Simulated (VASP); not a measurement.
# Al (P6_3/mmc) in VASP: a series of runs

Aim: see how the results for Al move with the level of theory and the settings. Levels: HSE06, RPBE+D4. Tasks: single point.

Program: VASP 6.6.1. These are calculated values, not measurements. Logs are shortened: lines on timing, memory, paths and dates and some standing lists are left out, and cuts for length are marked.

**1. The cell of the first run**

It takes space group P6_3/mmc (No. 194, hexagonal). The conventional cell has a = 2.812 Å, b = 2.812 Å, c = 4.867 Å, α = 90.00°, β = 90.00°, γ = 120.00°. Al (site symmetry -6m2) has 12 Al at 2.81 to 2.93 Å within 3.7 Å.

**2. Single point, HSE06**

POSCAR

```
Al
1.0
    2.8124553515      0.0000000000      0.0000000000
   -1.4062276757      2.4356577814      0.0000000000
    0.0000000000      0.0000000000      4.8668500000
Al
2
Direct
    0.3333333333      0.6666666667      0.2500000000
    0.6666666667      0.3333333333      0.7500000000
```

INCAR.step1

```
PREC     = Accurate       # precision mode
ENCUT    = 520            # plane-wave cutoff, eV
EDIFF    = 1E-5           # SCF threshold, eV
ISMEAR   = -1             # smearing method
SIGMA    = 0.05           # smearing width, eV
LREAL    = F              # projectors in reciprocal space
LASPH    = T              # aspherical terms in the spheres
NELM     = 100            # most SCF steps
ALGO     = Normal         # electronic algorithm
ISIF     = 2              # what is computed and relaxed
LWAVE    = T              # write WAVECAR
GGA      = PE             # functional
NBANDS   = 10             # bands
```

INCAR.step2

```
PREC     = Accurate       # precision mode
ENCUT    = 520            # plane-wave cutoff, eV
EDIFF    = 1E-6           # SCF threshold, eV
ISMEAR   = -1             # smearing method
SIGMA    = 0.05           # smearing width, eV
LREAL    = F              # projectors in reciprocal space
LASPH    = T              # aspherical terms in the spheres
NELM     = 100            # most SCF steps
ALGO     = Normal         # electronic algorithm
ISIF     = 2              # what is computed and relaxed
LWAVE    = F              # write WAVECAR
LCHARG   = T              # write CHGCAR
GGA      = PE             # functional
LHFCALC  = T              # exact exchange
HFSCREEN = 0.2079         # screening, 1/A
PRECFOCK = Normal       
LELF     = T              # ELF
LVHAR    = T            
ISTART   = 1            
NBANDS   = 10             # bands
```

KPOINTS

```
regular mesh
0
Gamma
  6 6 4
```

Potentials or basis: VASP PAW PBE potentials, release 64 (Al).

On the command line:

```console
cat potpaw_PBE.64/Al/POTCAR > POTCAR
cp INCAR.step1 INCAR
mpirun -np 1 vasp_std > vasp.out
cp INCAR.step2 INCAR
mpirun -np 1 vasp_std > vasp.out
```

OUTCAR:

```text
PREC = Accurate
   ENCUT = 520
   EDIFF = 1E-6
   ISMEAR = -1
   LREAL = F
   LASPH = T
   NELM = 100
   ISIF = 2
   GGA = PE
   LHFCALC = T
   HFSCREEN = 0.2079
   PRECFOCK = Normal
   ISTART = 1

 ion  position               nearest neighbor table
   1  0.333  0.667  0.250-   2 2.93   2 2.93   2 2.93   2 2.93   2 2.93   2 2.93
   2  0.667  0.333  0.750-   1 2.93   1 2.93   1 2.93   1 2.93   1 2.93   1 2.93

  LATTYP: Found a hexagonal cell.
 ALAT       =     2.8124553515
 C/A-ratio  =     1.7304630267

  Lattice vectors:

 A1 = (   2.8124553515,   0.0000000000,   0.0000000000)
 A2 = (  -1.4062276757,   2.4356577814,   0.0000000000)
 A3 = (   0.0000000000,   0.0000000000,   4.8668500000)

Analysis of symmetry for initial positions (statically):
=====================================================================
 Subroutine PRICEL returns:
 Original cell was already a primitive cell.

 Routine SETGRP: Setting up the symmetry group for a
 hexagonal supercell.

 Subroutine GETGRP returns: Found 24 space group operations
 (whereof 12 operations were pure point group operations)
 out of a pool of 24 trial point group operations.

The static configuration has the point symmetry D_3d.
 The point group associated with its full space group is D_6h.

Analysis of symmetry for dynamics (positions and initial velocities):
=====================================================================
 Subroutine PRICEL returns:
 Original cell was already a primitive cell.

 Routine SETGRP: Setting up the symmetry group for a
 hexagonal supercell.

 Subroutine GETGRP returns: Found 24 space group operations
 (whereof 12 operations were pure point group operations)
 out of a pool of 24 trial point group operations.

The dynamic configuration has the point symmetry D_3d.
 The point group associated with its full space group is D_6h.

 Subroutine INISYM returns: Found 24 space group operations
 (whereof 12 operations are pure point group operations),
 and found     1 'primitive' translations

----------------------------------------------------------------------------------------

                                     Primitive cell

  volume of cell :      33.3388

  direct lattice vectors                    reciprocal lattice vectors
     2.812455352  0.000000000  0.000000000     0.355561200  0.205283355  0.000000000
    -1.406227676  2.435657781  0.000000000     0.000000000  0.410566709  0.000000000
     0.000000000  0.000000000  4.866850000     0.000000000  0.000000000  0.205471712

  length of vectors
     2.812455352  2.812455351  4.866850000     0.410566709  0.410566709  0.205471712

  position of ions in fractional coordinates (direct lattice)
     0.333333333  0.666666667  0.250000000
     0.666666667  0.333333333  0.750000000

  ion indices of the primitive-cell ions
   primitive index   ion index
                 1           1
                 2           2

----------------------------------------------------------------------------------------

 KPOINTS: regular mesh

Automatic generation of k-mesh.
 Grid dimensions read from file:
 generate k-points for:    6    6    4

 Generating k-lattice:

  Cartesian coordinates                     Fractional coordinates (reciprocal lattice)
     0.059260200  0.034213892  0.000000000     0.166666667  0.000000000  0.000000000
     0.000000000  0.068427785  0.000000000     0.000000000  0.166666667  0.000000000
     0.000000000  0.000000000  0.051367928     0.000000000  0.000000000  0.250000000

  Length of vectors
     0.068427785  0.068427785  0.051367928

  Shift w.r.t. Gamma in fractional coordinates (k-lattice)
     0.000000000  0.000000000  0.000000000

 Subroutine IBZKPT returns following result:
 ===========================================

 Found     21 irreducible k-points:

 Following reciprocal coordinates:
            Coordinates               Weight
  0.000000  0.000000  0.000000      1.000000
  0.166667 -0.000000  0.000000      6.000000
  0.333333 -0.000000  0.000000      6.000000
  0.500000 -0.000000  0.000000      3.000000
  0.166667  0.166667  0.000000      6.000000
  0.333333  0.166667  0.000000     12.000000
[... 13 lines left out ...]
  0.333333  0.166667  0.500000     12.000000
  0.333333  0.333333  0.500000      2.000000
   k-points           NKPTS =     21   k-points in BZ     NKDIM =    144   number of bands    NBANDS=     10
   number of dos      NEDOS =    301   number of ions     NIONS =      2
   total plane-waves  NPLWV =  20736
   dimension x,y,z NGX =    24 NGY =   24 NGZ =   36
   dimension x,y,z NGXF=    48 NGYF=   48 NGZF=   72
   ions per type =               2
   NGX,Y,Z   is equivalent  to a cutoff of  14.19, 14.19, 12.30 a.u.
   NGXF,Y,Z  is equivalent  to a cutoff of  28.37, 28.37, 24.59 a.u.
 SYSTEM =  unknown system
   PREC   = accura    normal or accurate (medium, high low for compatibility)
   ISTART =      1    job   : 0-new  1-cont  2-samecut
   ICHARG =      0    charge: 1-file 2-atom 10-const
   ISPIN  =      1    spin polarized calculation?
   LNONCOLLINEAR =      F non collinear calculations
   LSORBIT =      F    spin-orbit coupling
   LASPH  =      T    aspherical Exc in radial PAW
   ENCUT  =  520.0 eV  38.22 Ry    6.18 a.u.   5.23  5.23  9.05*2*pi/ulx,y,z
   NELM   =    100;   NELMIN=  2; NELMDL=  0     # of ELM steps
   EDIFF  = 0.1E-05   stopping-criterion for ELM
   LREAL  =      F    real-space projection
   EDIFFG = 0.1E-04   stopping-criterion for IOM
   NSW    =      0    number of steps for IOM
   IBRION =     -1    ionic relax: 0-MD 1-quasi-New 2-CG
   NFREE  =      0    steps in history (QN), initial steepest desc. (CG)
   ISIF   =      2    stress and relaxation
   ISYM   =      3    0-nonsym 1-usesym 2-fastsym
   POTIM  = 0.5000    time-step for ionic-motion
   TEBEG  =    0.0;   TEEND  =   0.0 temperature during run
   PSTRESS=    0.0 pullay stress
   NELECT =       6.0000    total number of electrons
   NUPDOWN=      -1.0000    fix difference up-down
   EMIN   =  10.00;   EMAX   =-10.00  energy-range for DOS
   EFERMI =   0.00;   METHOD = LEGACY
   ISMEAR =    -1;   SIGMA  =   0.05  broadening in eV -4-tet -1-fermi 0-gaus
   EFERMI_NEDOS =   21; number of points for ismear=-14 and -15
   IALGO  =     38    algorithm
   IMIX   =      1    mixing-type and parameters
     AMIX     =   0.40;   BMIX     =  1.00
     AMIX_MAG =   1.60;   BMIX_MAG =  1.00
  volume/ion in A,a.u.               =      16.67       112.49
  Fermi-wavevector in a.u.,A,eV,Ry     =   0.924291  1.746656 11.623640  0.854313
  Thomas-Fermi vector in A             =   2.050021
   LORBIT       =      0    0 simple, 1 ext, 2 COOP (PROOUT), +10 PAW based schemes
   GGA     = PE    functional components
   LHFCALC =     T    Hartree Fock is set to
   PRECFOCK=normal    Normal, Fast or Accurate (Low or Medium for compatibility)
   ENCUT4O =  -1.0   cutoff for four orbital integrals eV
   NKREDX  =     1    reduce k-point grid by
   NKREDY  =     1    reduce k-point grid by
   NKREDZ  =     1    reduce k-point grid by
   AEXX    =    0.2500 exact exchange contribution
   HFSCREEN=    0.2079 screening length (either q_TF or 0.3 A-1)
   HFSCREENC=   0.2079 screening length for correlation (either q_TF or 0.3 A-1)
   ENCUTFOCK=  -1.0 apply spherical cutoff to Coloumb kernel
   IVDW    =     0    specifies the selected vdW correction
   LEPSILON=     F    determine dielectric tensor
   LRPA    =     F    only Hartree local field effects (RPA)
 non-spin polarized calculation
  energy-cutoff  :      520.00
  volume of cell :       33.34
 maximum number of plane-waves:       920
 NGX is ok and might be reduce to    24
  NGX = 16; NGY = 16; NGZ = 28

 number of electron       6.0000000 magnetization

 Free energy of the ion-electron system (eV)
  ---------------------------------------------------
  ext. energy  EPLUGINS =         0.00000000
  ---------------------------------------------------
  free energy    TOTEN  =        -8.13836225 eV

  energy without entropy =       -8.12982804  energy(sigma->0) =       -8.13409515

 E-fermi :   7.7797     XC(G=0):  -8.3838

 val. band max:        7.7553415511   @ k =   0.3333  -0.0000   0.0000
 cond. band min:       7.8247796051   @ k =   0.3333  -0.0000   0.2500
 fundamental gap:      0.0694380540
 Fermi energy:         7.7796672875

 k-point     1 :       0.0000    0.0000    0.0000
  band No.  band energies     occupation
      1      -4.7401      2.00000
      2       2.0756      2.00000
      3       2.3450      2.00000
      4      20.0464      0.00000
      5      20.3306      0.00000
      6      20.3306      0.00000
      7      20.5563      0.00000
      8      20.5563      0.00000
      9      21.2863      0.00000
     10      23.6841      0.00000

 k-point     2 :       0.1667   -0.0000    0.0000
  band No.  band energies     occupation
      1      -3.9645      2.00000
      2       2.8596      2.00000
      3       3.1014      2.00000
      4      13.9914      0.00000
      5      17.3357      0.00000
      6      18.3828      0.00000
      7      19.6977      0.00000
      8      20.0699      0.00000
      9      21.9966      0.00000
     10      22.0771      0.00000

 k-point     3 :       0.3333   -0.0000    0.0000
  band No.  band energies     occupation
      1      -1.6459      2.00000
      2       5.0428      2.00000
      3       5.3459      2.00000
      4       7.7553      1.23857
      5      13.7240      0.00000
      6      14.1001      0.00000
      7      15.4560      0.00000
      8      17.2086      0.00000
      9      20.7704      0.00000
     10      21.4707      0.00000
[... 209 lines left out ...]
 k-point    20 :       0.3333    0.1667    0.5000
  band No.  band energies     occupation
      1       2.3720      2.00000
      2       2.3720      2.00000
      3       6.9871      2.00000
      4       6.9871      2.00000
      5      11.3614      0.00000
      6      11.3614      0.00000
      7      15.7286      0.00000
      8      15.7286      0.00000
      9      19.6317      0.00000
     10      19.6317      0.00000

 k-point    21 :       0.3333    0.3333    0.5000
  band No.  band energies     occupation
      1       5.4285      2.00000
      2       5.4285      2.00000
      3       6.2198      2.00000
      4       6.2198      2.00000
      5       7.1120      2.00000
      6       7.1120      2.00000
      7      17.9941      0.00000
      8      17.9941      0.00000
      9      19.2651      0.00000
     10      19.2651      0.00000

------------------------ aborting loop because EDIFF is reached ----------------------------------------

  FORCE on cell =-STRESS in cart. coord.  units (eV):
  Direction    XX          YY          ZZ          XY          YZ          ZX
  --------------------------------------------------------------------------------------
  -------------------------------------------------------------------------------------
  Total        0.2064913      0.2064913     -0.3771676      0.0000000      0.0000000      0.0000000
  in kB        9.9234432      9.9234432    -18.1257129      0.0000000      0.0000000      0.0000000
  external PRESSURE =       0.5737245 kB  Pullay stress =       0.0000000 kB

 VOLUME and BASIS-vectors are now :
 -----------------------------------------------------------------------------
  energy-cutoff  :      520.00
  volume of cell :       33.34
      direct lattice vectors                 reciprocal lattice vectors
     2.812455352  0.000000000  0.000000000     0.355561200  0.205283355  0.000000000
    -1.406227676  2.435657781  0.000000000     0.000000000  0.410566709  0.000000000
     0.000000000  0.000000000  4.866850000     0.000000000  0.000000000  0.205471712

 POSITION                                       TOTAL-FORCE (eV/Angst)
 -----------------------------------------------------------------------------------
     -0.00000      1.62377      1.21671         0.000000     -0.000000      0.000000
      1.40623      0.81189      3.65014        -0.000000      0.000000      0.000000
 -----------------------------------------------------------------------------------
    total drift:                                0.000010     -0.000005      0.000000

  FREE ENERGIE OF THE ION-ELECTRON SYSTEM (eV)
  ---------------------------------------------------
  free  energy   TOTEN  =        -8.1383622546 eV

  energy  without entropy=       -8.1298280358  energy(sigma->0) =       -8.13409515
```

It took 3.4 min on 1 thread of AMD EPYC 9R45 (Zen 5), shared host; peak memory 0.22 GiB.

Results:

* Free energy: -8.1384 eV
* Pressure: 0.1 GPa
* Band gap on the k mesh: zero (band 3 reaches 12.05 eV, above the bottom of band 4 at 4.40 eV)

Stress tensor (GPa, compression positive):
```
 0.99  0.00  0.00
 0.00  0.99  0.00
 0.00  0.00 -1.81
```

Caveat: the k points lie up to 0.43 Å⁻¹ apart; the PAW data sets were made with another functional, which shifts forces and pressure a little.

**3. Single point, RPBE+D4**

This run uses another cell than the first one, of 15.71 Å³/atom, 0.942 times its volume.

INCAR

```
PREC = Accurate ; ENCUT = 520
EDIFF = 1E-7 ; ISMEAR = -1
SIGMA = 0.05 ; LREAL = False
LASPH = True ; NELM = 80
ALGO = Normal ; ISIF = 2
LWAVE = False ; LCHARG = False
GGA = RP ; IVDW = 13
NBANDS = 10
```

KPOINTS

```
regular mesh
0
Gamma
  11 11 6
```

POSCAR

```
Al
1.0
    2.7994813208      0.0000000000      0.0000000000
   -1.3997406604      2.4244219412      0.0000000000
    0.0000000000      0.0000000000      4.6278901723
Al
2
Direct
    0.3333333333      0.6666666667      0.2500000000
    0.6666666667      0.3333333333      0.7500000000
```

Potentials or basis: VASP PAW PBE potentials, release 64 (Al).

On the command line:

```console
cat potpaw_PBE.64/Al/POTCAR > POTCAR
mpirun -np 1 vasp_std > vasp.out
```

Run time: 11 s. Hardware: 1 thread of Intel Xeon 6975P-C, shared host; peak memory 0.15 GiB.

Results (log left out):

* Free energy: -8.3136 eV
* Pressure: -0.3 GPa
* Band gap on the k mesh: zero (band 3 reaches 12.65 eV, above the bottom of band 4 at 5.54 eV)
* Dispersion energy per atom: -0.690 eV

Levels at points of the mesh, in eV from the Fermi level:
```csv
k point,band 1,band 2,band 3,band 4,band 5,band 6,band 7,band 8
"(0.00, 0.00, 0.00)",-11.51,-4.91,-4.61,11.21,11.21,11.39,11.39,12.14
"(0.00, 0.00, 0.50)",-9.79,-9.79,3.29,3.29,12.26,12.26,12.26,12.26
```

Caveat: the PAW data sets were made with another functional, which shifts forces and pressure a little; pairwise dispersion overbinds metals, which lowers pressure and volume.
